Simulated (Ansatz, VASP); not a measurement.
## One calculation of MgO, two programs

The input INCAR:

```
SYSTEM = MgO
PREC     = Accurate       ! precision mode
ENCUT    = 520            ! plane-wave cutoff, eV
EDIFF    = 1E-7           ! SCF threshold, eV
ISMEAR   = 0              ! smearing method
SIGMA    = 0.05           ! smearing width, eV
LREAL    = .False.        ! projectors in reciprocal space
LASPH    = .True.         ! aspherical terms in the spheres
NELM     = 100            ! most SCF steps
ALGO     = Normal         ! electronic algorithm
ISIF     = 2              ! what is computed and relaxed
LWAVE    = .False.        ! write WAVECAR
LCHARG   = .True.         ! write CHGCAR
GGA      = PE             ! functional
LELF     = .True.         ! ELF
LVHAR    = .True.       
NBANDS   = 16             ! bands
```

File KPOINTS:

```
Automatic mesh
0
Gamma
  9 9 6
  0 0 0
```

File POSCAR:

```
MgO
1.0
    3.4157000000      0.0000000000      0.0000000000
   -1.7078500000      2.9580829717      0.0000000000
    0.0000000000      0.0000000000      4.0274000000
Mg O
2 2
Direct
    0.6666666667      0.3333333333      0.7500000000
    0.3333333333      0.6666666667      0.2500000000
    0.6666666667      0.3333333333      0.2500000000
    0.3333333333      0.6666666667      0.7500000000
```

Input for Ansatz:

```yaml
crystal:
  lattice:
    - [3.4157, 0.0, 0.0]
    - [-1.70785, 2.9580829717, 0.0]
    - [0.0, 0.0, 4.0274]
  atoms:
    - { symbol: Mg, position: [0.6666666667, 0.3333333333, 0.75] }
    - { symbol: Mg, position: [0.3333333333, 0.6666666667, 0.25] }
    - { symbol: O, position: [0.6666666667, 0.3333333333, 0.25] }
    - { symbol: O, position: [0.3333333333, 0.6666666667, 0.75] }
basis:
  ecutwfc: 520.0
kpoints:
  mp_grid: { grid: [9, 9, 6] }
hamiltonian:
  xc: pbe
  pseudopotentials: { kind: paw, azcp: { folder: soft_1 } }
scf:
  occupations: { method: gaussian, width: 0.05 }
output:
  forces: true
  stress: true
  eigenvalues: true
```

Alike in both runs: task single point; functional PBE; k mesh 9 × 9 × 6; occupations gaussian, width 0.05 eV; no spin polarisation.

```csv
,VASP,Ansatz
version,VASP 6.6.1,Ansatz 0.2.0
potentials or method,"VASP PAW PBE potentials, release 64 (Mg, O), cutoff 520 eV","scalar-relativistic, plane waves, PAW"
valence electrons in the cell,16,32
```

VASP gave:

| Item | Value |
| --- | --- |
| gap on the k mesh at the Fermi level (eV) | 3.85 |
| least direct gap on the mesh (eV) | 3.85 |
| pressure (GPa) | 17.3 |
| traceless stress, the component that is largest in VASP (GPa) | 4.52 |

Question: What did Ansatz give for the same quantities?

Answer: gap on the k mesh at the Fermi level (eV): 3.87; least direct gap on the mesh (eV): 3.87; pressure (GPa): 17.8; traceless stress, the component that is largest in VASP (GPa): 4.62.

VASP's potentials hold 16 valence electrons a cell and Ansatz's 32, so a difference there can come from the potentials and not from the codes.
